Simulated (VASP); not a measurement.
## Br: relaxation of cell and atoms with PBE

Br:

```
Br
1.0
     3.33000    0.00000    0.00000
    -1.66500    2.88386    0.00000
     0.00000    0.00000    5.43789
Br
2
Direct
  0.33333 0.66667 0.25000
  0.66667 0.33333 0.75000
```

```
Program                : VASP 6.6.1
Task                   : relaxation of cell and atoms
Functional             : PBE
Potentials or basis    : VASP PAW PBE potentials, release 64 (Br)
Cutoff                 : 600 eV
k mesh                 : 8 × 8 × 4
Occupations            : fermi-dirac, width 0.01 eV
Spin                   : no spin polarisation
Target pressure        : 60 GPa
Dipole correction      : no
Further INCAR settings : ALGO = Normal; EDIFF = 1e-06; IBRION = 2; EDIFFG = -0.03; NSW = 80; ISIF = 3
```

* Relaxed volume: 15.68 Å³/atom
* Relaxed cell: a = 2.642 Å, b = 2.642 Å, c = 5.187 Å, α = 90.00°, β = 90.00°, γ = 120.00°
* Space group after relaxing (to 0.05 Å): P6_3/mmc (No. 194)
* Energy change on relaxing (the enthalpy is what falls): +1112.4 meV/atom
* Ionic steps: 19
* Pressure after relaxing: 60.0 GPa
* Band gap on the k mesh: zero (band 7 reaches 12.20 eV, above the bottom of band 8 at 6.59 eV)

Stress tensor (GPa, compression positive):
```
59.93  0.00  0.00
 0.00 59.93  0.00
 0.00  0.00 60.12
```

The path:
| step | energy change (eV) | largest force (eV/Å) | pressure (GPa) | volume (Å³) |
| --- | --- | --- | --- | --- |
| 1 | 0.0000 | 0.0000 | 0.66 | 52.22 |
| 2 | 110.3843 | 0.0000 | 4485.62 | 7.92 |
| 3 | 0.0991 | 0.0000 | 5.50 | 46.51 |
| 4 | 0.3084 | 0.0000 | 11.58 | 42.44 |
| 5 | 3.6102 | 0.0000 | 85.02 | 28.38 |
| 6 | 2.2205 | 0.0000 | 54.79 | 31.63 |
| 7 | 2.4478 | 0.0000 | 59.61 | 30.99 |
| 8 | 2.5817 | 0.0000 | 62.48 | 30.64 |
| 9 | 2.2138 | 0.0000 | 55.45 | 31.55 |
| 10 | 2.1912 | 0.0000 | 54.92 | 31.61 |
| 11 | 2.1930 | 0.0000 | 55.24 | 31.57 |
| 12 | 2.2278 | 0.0000 | 57.13 | 31.42 |
| 13 | 2.2425 | 0.0000 | 57.82 | 31.38 |
| 14 | 2.2623 | 0.0000 | 58.98 | 31.28 |
| 15 | 2.3407 | 0.0000 | 62.95 | 31.05 |
| 16 | 2.3151 | 0.0000 | 61.80 | 31.11 |
| 17 | 2.3253 | 0.0000 | 62.28 | 31.09 |
| 18 | 2.1657 | 0.0000 | 58.67 | 31.51 |
| 19 | 2.2249 | 0.0000 | 59.99 | 31.35 |

Final structure:
```xyz
2
Lattice="2.6418 0.0000 0.0000 -1.3209 2.2878 0.0000 0.0000 0.0000 5.1872" Properties=species:S:1:pos:R:3 pbc="T T T"
Br    0.0000    1.5252    1.2968
Br    1.3209    0.7626    3.8904
```

Levels at points of the mesh, in eV from the Fermi level:
| k point | band 4 | band 5 | band 6 | band 7 | band 8 | band 9 | band 10 | band 11 |
| --- | --- | --- | --- | --- | --- | --- | --- | --- |
| (0.00, 0.00, 0.00) | -0.39 | 2.88 | 2.88 | 3.62 | 3.62 | 7.84 | 11.78 | 14.43 |
| (0.50, 0.00, 0.00) | -8.25 | -4.36 | -1.98 | -0.83 | 0.78 | 6.38 | 6.84 | 9.27 |
| (0.00, 0.00, 0.50) | -5.66 | 3.24 | 3.24 | 3.24 | 3.24 | 12.07 | 12.07 | 13.70 |
| (0.50, 0.00, 0.50) | -9.26 | -1.85 | -1.85 | -0.11 | -0.11 | 5.87 | 5.87 | 7.63 |

Wall time 3 min on 1 thread of Intel(R) Xeon(R) Platinum 8488C (Sapphire Rapids), on a shared host, peak memory 0.22 GiB.

Caveat: the cell is relaxed towards a set pressure, so the enthalpy falls and the energy may rise; the volume moved by over 15 % at a fixed basis, so the end points are rough.
